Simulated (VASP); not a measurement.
# MoS2 (R3m) in VASP: notebook

Runs on MoS2. Level: r2SCAN. Tasks: single point.

Everything below comes from runs of VASP 6.6.1. Logs are shortened: lines on timing, memory, paths and dates and some standing lists are left out, and cuts for length are marked.

## (1) The cell of the first run

Symmetry: R3m, No. 160, trigonal system. Conventional cell: a = 3.175 Å, b = 3.175 Å, c = 18.582 Å, α = 90.00°, β = 90.00°, γ = 120.00°. Within 3.2 Å of Mo (site symmetry 3m) lie 6 S at 2.40 Å and 6 Mo at 3.18 Å. S (site symmetry 3m) has 3 Mo at 2.40 Å and 7 S at 3.11 to 3.18 Å within 3.2 Å. Within 3.2 Å of S (site symmetry 3m) lie 3 Mo at 2.40 Å and 7 S at 3.11 to 3.18 Å.

## (2) Single point, r2SCAN

The input, POSCAR:

```
MoS2
1.0
    1.5875907347      0.9165959380      6.1939395993
   -1.5875907347      0.9165959380      6.1939395993
    0.0000000000     -1.8331918760      6.1939395993
Mo S
1 2
Direct
   -0.0000146007     -0.0000146007     -0.0000146007
    0.4170015121      0.4170015121      0.4170015121
    0.2496797553      0.2496797553      0.2496797553
```

The input, INCAR.step1:

```
SYSTEM = MoS2
PREC = Accurate ; ENCUT = 520
ISMEAR = 0 ; SIGMA = 0.01
LREAL = .False. ; LASPH = .True.
NELM = 80 ; NBANDS = 20
GGA = PE ; ALGO = Normal
EDIFF = 1E-4 ; LWAVE = .True.
LCHARG = .False.
```

The input, INCAR.step2:

```
SYSTEM = MoS2
PREC = Accurate ; ENCUT = 520
EDIFF = 1E-6 ; ISMEAR = 0
SIGMA = 0.01 ; LREAL = .False.
LASPH = .True. ; NELM = 80
ALGO = Normal ; ISIF = 2
LWAVE = .False. ; LCHARG = .True.
METAGGA = R2SCAN ; LMIXTAU = .True.
LELF = .True. ; LVHAR = .True.
NBANDS = 20 ; ISTART = 1
```

The input, KPOINTS:

```
Automatic mesh
0
Gamma
  6 6 6
  0 0 0
```

Potentials or basis: VASP PAW PBE potentials, release 64 (Mo_sv, S).

The run is started by

```bash
> cat potpaw_PBE.64/Mo_sv/POTCAR potpaw_PBE.64/S/POTCAR > POTCAR
> cp INCAR.step1 INCAR
> mpirun -np 1 vasp_std > vasp.out
> cp INCAR.step2 INCAR
> mpirun -np 1 vasp_std > vasp.out
```

OUTCAR:

```text
SYSTEM = MoS2
   PREC = Accurate
   ENCUT = 520
   EDIFF = 1E-6
   ISMEAR = 0
   LREAL = .False.
   LASPH = .True.
   NELM = 80
   ISIF = 2
   METAGGA = R2SCAN
   ISTART = 1

 ion  position               nearest neighbor table
   1  1.000  1.000  1.000-   3 2.40   3 2.40   3 2.40   2 2.40   2 2.40   2 2.40
   2  0.417  0.417  0.417-   1 2.40   1 2.40   1 2.40
   3  0.250  0.250  0.250-   1 2.40   1 2.40   1 2.40

  LATTYP: Found a trigonal (rhomboedric) cell.
 ALAT       =     6.4595263150
 COS(alpha) =     0.8791891991

  Lattice vectors:

 A1 = (   1.5875907347,   0.9165959380,   6.1939395993)
 A2 = (  -1.5875907347,   0.9165959380,   6.1939395993)
 A3 = (   0.0000000000,  -1.8331918760,   6.1939395993)

Analysis of symmetry for initial positions (statically):
=====================================================================
 Subroutine PRICEL returns:
 Original cell was already a primitive cell.

 Routine SETGRP: Setting up the symmetry group for a
 trigonal (rhombohedral) supercell.

 Subroutine GETGRP returns: Found  6 space group operations
 (whereof  6 operations were pure point group operations)
 out of a pool of 12 trial point group operations.

The static configuration has the point symmetry C_3v.

Analysis of symmetry for dynamics (positions and initial velocities):
=====================================================================
 Subroutine PRICEL returns:
 Original cell was already a primitive cell.

 Routine SETGRP: Setting up the symmetry group for a
 trigonal (rhombohedral) supercell.

 Subroutine GETGRP returns: Found  6 space group operations
 (whereof  6 operations were pure point group operations)
 out of a pool of 12 trial point group operations.

The dynamic configuration has the point symmetry C_3v.

 Subroutine INISYM returns: Found  6 space group operations
 (whereof  6 operations are pure point group operations),
 and found     1 'primitive' translations

----------------------------------------------------------------------------------------

                                     Primitive cell

  volume of cell :      54.0798

  direct lattice vectors                    reciprocal lattice vectors
     1.587590735  0.916595938  6.193939599     0.314942629  0.181832212  0.053816045
    -1.587590735  0.916595938  6.193939599    -0.314942629  0.181832212  0.053816045
     0.000000000 -1.833191876  6.193939599     0.000000000 -0.363664423  0.053816045

  length of vectors
     6.459526315  6.459526315  6.459526315     0.367624781  0.367624781  0.367624781

  position of ions in fractional coordinates (direct lattice)
     0.999985399  0.999985399  0.999985399
     0.417001512  0.417001512  0.417001512
     0.249679755  0.249679755  0.249679755

  ion indices of the primitive-cell ions
   primitive index   ion index
                 1           1
                 2           2
                 3           3

----------------------------------------------------------------------------------------

 KPOINTS: Automatic mesh

Automatic generation of k-mesh.
 Grid dimensions read from file:
 generate k-points for:    6    6    6

 Generating k-lattice:

  Cartesian coordinates                     Fractional coordinates (reciprocal lattice)
     0.052490438  0.030305369  0.008969341     0.166666667  0.000000000  0.000000000
    -0.052490438  0.030305369  0.008969341     0.000000000  0.166666667  0.000000000
     0.000000000 -0.060610737  0.008969341     0.000000000  0.000000000  0.166666667

  Length of vectors
     0.061270797  0.061270797  0.061270797

  Shift w.r.t. Gamma in fractional coordinates (k-lattice)
     0.000000000  0.000000000  0.000000000

 Subroutine IBZKPT returns following result:
 ===========================================

 Found     32 irreducible k-points:

 Following reciprocal coordinates:
            Coordinates               Weight
  0.000000  0.000000  0.000000      1.000000
  0.166667  0.000000  0.000000      6.000000
  0.333333  0.000000  0.000000      6.000000
  0.500000  0.000000  0.000000      3.000000
  0.166667  0.166667  0.000000      6.000000
  0.333333  0.166667  0.000000     12.000000
[... 16 lines left out ...]
  0.500000  0.500000  0.166667      6.000000
 -0.333333  0.500000  0.166667     12.000000
 [... further k-points ...]
   k-points           NKPTS =     32   k-points in BZ     NKDIM =     32   number of bands    NBANDS=     20
   number of dos      NEDOS =    301   number of ions     NIONS =      3
   total plane-waves  NPLWV = 110592
   dimension x,y,z NGX =    48 NGY =   48 NGZ =   48
   dimension x,y,z NGXF=    96 NGYF=   96 NGZF=   96
   ions per type =               1   2
   NGX,Y,Z   is equivalent  to a cutoff of  12.35, 12.35, 12.35 a.u.
   NGXF,Y,Z  is equivalent  to a cutoff of  24.71, 24.71, 24.71 a.u.
 SYSTEM =  MoS2
   PREC   = accura    normal or accurate (medium, high low for compatibility)
   ISTART =      1    job   : 0-new  1-cont  2-samecut
   ICHARG =      0    charge: 1-file 2-atom 10-const
   ISPIN  =      1    spin polarized calculation?
   LNONCOLLINEAR =      F non collinear calculations
   LSORBIT =      F    spin-orbit coupling
   LASPH  =      T    aspherical Exc in radial PAW
   ENCUT  =  520.0 eV  38.22 Ry    6.18 a.u.  12.01 12.01 12.01*2*pi/ulx,y,z
   NELM   =     80;   NELMIN=  2; NELMDL=  0     # of ELM steps
   EDIFF  = 0.1E-05   stopping-criterion for ELM
   LREAL  =      F    real-space projection
   EDIFFG = 0.1E-04   stopping-criterion for IOM
   NSW    =      0    number of steps for IOM
   IBRION =     -1    ionic relax: 0-MD 1-quasi-New 2-CG
   NFREE  =      0    steps in history (QN), initial steepest desc. (CG)
   ISIF   =      2    stress and relaxation
   ISYM   =      2    0-nonsym 1-usesym 2-fastsym
   POTIM  = 0.5000    time-step for ionic-motion
   TEBEG  =    0.0;   TEEND  =   0.0 temperature during run
   PSTRESS=    0.0 pullay stress
   NELECT =      26.0000    total number of electrons
   NUPDOWN=      -1.0000    fix difference up-down
   EMIN   =  10.00;   EMAX   =-10.00  energy-range for DOS
   EFERMI =   0.00;   METHOD = LEGACY
   ISMEAR =     0;   SIGMA  =   0.01  broadening in eV -4-tet -1-fermi 0-gaus
   EFERMI_NEDOS =   21; number of points for ismear=-14 and -15
   IALGO  =     38    algorithm
   IMIX   =      4    mixing-type and parameters
     AMIX     =   0.40;   BMIX     =  1.00
     AMIX_MAG =   1.60;   BMIX_MAG =  1.00
  volume/ion in A,a.u.               =      18.03       121.65
  Fermi-wavevector in a.u.,A,eV,Ry     =   1.282491  2.423557 22.378639  1.644784
  Thomas-Fermi vector in A             =   2.414800
   LORBIT       =      0    0 simple, 1 ext, 2 COOP (PROOUT), +10 PAW based schemes
   METAGGA = R2SCAN    functional components
   LHFCALC =     F    Hartree Fock is set to
   AEXX    =    0.0000 exact exchange contribution
   IVDW    =     0    specifies the selected vdW correction
   LEPSILON=     F    determine dielectric tensor
   LRPA    =     F    only Hartree local field effects (RPA)
 non-spin polarized calculation
 Gauss-broadening in eV      SIGMA  =   0.01
  energy-cutoff  :      520.00
  volume of cell :       54.08
 maximum number of plane-waves:      1469
   NGX = 23   NGY = 23   NGZ = 23

 number of electron      25.9999998 magnetization

 Free energy of the ion-electron system (eV)
  ---------------------------------------------------
  ext. energy  EPLUGINS =         0.00000000
  ---------------------------------------------------
  free energy    TOTEN  =       -45.02766420 eV

  energy without entropy =      -45.02766420  energy(sigma->0) =      -45.02766420

 E-fermi :   7.5041     XC(G=0): -11.4301

 val. band max:        7.2977230724   @ k =   0.5000   0.5000   0.5000
 cond. band min:       8.3482586194   @ k =  -0.1667   0.5000   0.1667
 fundamental gap:      1.0505355471
 Fermi energy:         7.5041461515

 k-point     1 :       0.0000    0.0000    0.0000
  band No.  band energies     occupation
      1     -56.2236      2.00000
      2     -29.6463      2.00000
      3     -29.4220      2.00000
      4     -29.4220      2.00000
      5      -8.3827      2.00000
      6      -6.6571      2.00000
[... 12 lines left out ...]
     19      16.1021      0.00000
     20      16.3319      0.00000

 k-point     2 :       0.1667    0.0000    0.0000
  band No.  band energies     occupation
      1     -56.2129      2.00000
      2     -29.6251      2.00000
      3     -29.5267      2.00000
      4     -29.4457      2.00000
      5      -7.9583      2.00000
      6      -6.5271      2.00000
[... 12 lines left out ...]
     19      16.4495      0.00000
     20      17.0315      0.00000

 k-point     3 :       0.3333    0.0000    0.0000
  band No.  band energies     occupation
      1     -56.1914      2.00000
      2     -29.7315      2.00000
      3     -29.5825      2.00000
      4     -29.4929      2.00000
      5      -6.9649      2.00000
      6      -6.2297      2.00000
[... 12 lines left out ...]
     19      15.2106      0.00000
     20      15.6101      0.00000

 k-point     4 :       0.5000    0.0000    0.0000
  band No.  band energies     occupation
      1     -56.1806      2.00000
      2     -29.8315      2.00000
      3     -29.5610      2.00000
      4     -29.5164      2.00000
      5      -6.3405      2.00000
      6      -6.0627      2.00000
[... 12 lines left out ...]
     19      14.6071      0.00000
     20      15.2387      0.00000

 k-point     5 :       0.1667    0.1667    0.0000
  band No.  band energies     occupation
      1     -56.2129      2.00000
      2     -29.6251      2.00000
      3     -29.5267      2.00000
      4     -29.4457      2.00000
      5      -7.9414      2.00000
      6      -6.5558      2.00000
[... 12 lines left out ...]
     19      16.5086      0.00000
     20      16.9133      0.00000
[... 353 lines left out ...]
      6      -6.1191      2.00000
[... 12 lines left out ...]
     19      16.2335      0.00000
     20      16.4545      0.00000

 k-point    22 :      -0.1667    0.3333    0.1667
  band No.  band energies     occupation
      1     -56.1806      2.00000
      2     -29.7805      2.00000
      3     -29.5696      2.00000
      4     -29.5611      2.00000
      5      -6.3575      2.00000
      6      -6.0524      2.00000
[... 12 lines left out ...]
     19      15.8618      0.00000
     20      16.4906      0.00000

 k-point    23 :       0.5000    0.5000    0.1667
  band No.  band energies     occupation
      1     -56.1914      2.00000
      2     -29.7315      2.00000
      3     -29.5825      2.00000
      4     -29.4929      2.00000
      5      -6.8154      2.00000
      6      -6.4158      2.00000
[... 12 lines left out ...]
     19      15.4354      0.00000
     20      16.4037      0.00000

 k-point    24 :      -0.3333    0.5000    0.1667
  band No.  band energies     occupation
      1     -56.1806      2.00000
      2     -29.7805      2.00000
      3     -29.5696      2.00000
      4     -29.5611      2.00000
      5      -6.2590      2.00000
      6      -6.1593      2.00000
[... 12 lines left out ...]
     19      15.8948      0.00000
     20      16.3312      0.00000

 [... further k-points ...]

------------------------ aborting loop because EDIFF is reached ----------------------------------------

  FORCE on cell =-STRESS in cart. coord.  units (eV):
  Direction    XX          YY          ZZ          XY          YZ          ZX
  --------------------------------------------------------------------------------------
  -------------------------------------------------------------------------------------
  Total        0.4258279      0.4258279      0.3605737      0.0000000      0.0000000      0.0000000
  in kB       12.6156614     12.6156614     10.6824260      0.0000000      0.0000000      0.0000000
  external PRESSURE =      11.9712496 kB  Pullay stress =       0.0000000 kB

 VOLUME and BASIS-vectors are now :
 -----------------------------------------------------------------------------
  energy-cutoff  :      520.00
  volume of cell :       54.08
      direct lattice vectors                 reciprocal lattice vectors
     1.587590735  0.916595938  6.193939599     0.314942629  0.181832212  0.053816045
    -1.587590735  0.916595938  6.193939599    -0.314942629  0.181832212  0.053816045
     0.000000000 -1.833191876  6.193939599     0.000000000 -0.363664423  0.053816045

 POSITION                                       TOTAL-FORCE (eV/Angst)
 -----------------------------------------------------------------------------------
      0.00000      0.00000     18.58155         0.000000      0.000000     -0.000466
      0.00000      0.00000      7.74865         0.000000     -0.000000     -0.046344
      0.00000      0.00000      4.63950         0.000000      0.000000      0.046810
 -----------------------------------------------------------------------------------
    total drift:                               -0.000000     -0.000000     -0.000107

  FREE ENERGIE OF THE ION-ELECTRON SYSTEM (eV)
  ---------------------------------------------------
  free  energy   TOTEN  =       -45.0276641964 eV

  energy  without entropy=      -45.0276641964  energy(sigma->0) =      -45.02766420
```

It took 4 min on 1 thread of Intel Xeon Platinum 8488C (Sapphire Rapids), shared host; peak memory 0.36 GiB.

What came out:

```yaml
Free_energy: -45.0277 eV
Pressure: 1.2 GPa
Largest_force: 0.047 eV/Å
Band_gap_on_the_k_mesh: 1.05 eV (least direct gap 1.80 eV)
```

Forces in eV/Å, atoms in the order of the input:
```
Mo   0.000  0.000  0.000
S    0.000  0.000 -0.046
S    0.000  0.000  0.047
```

Caveat: the PAW data sets were made with another functional, which shifts forces and pressure a little. A k mesh can miss the band edges.

(Continued in part 2 of 2.)
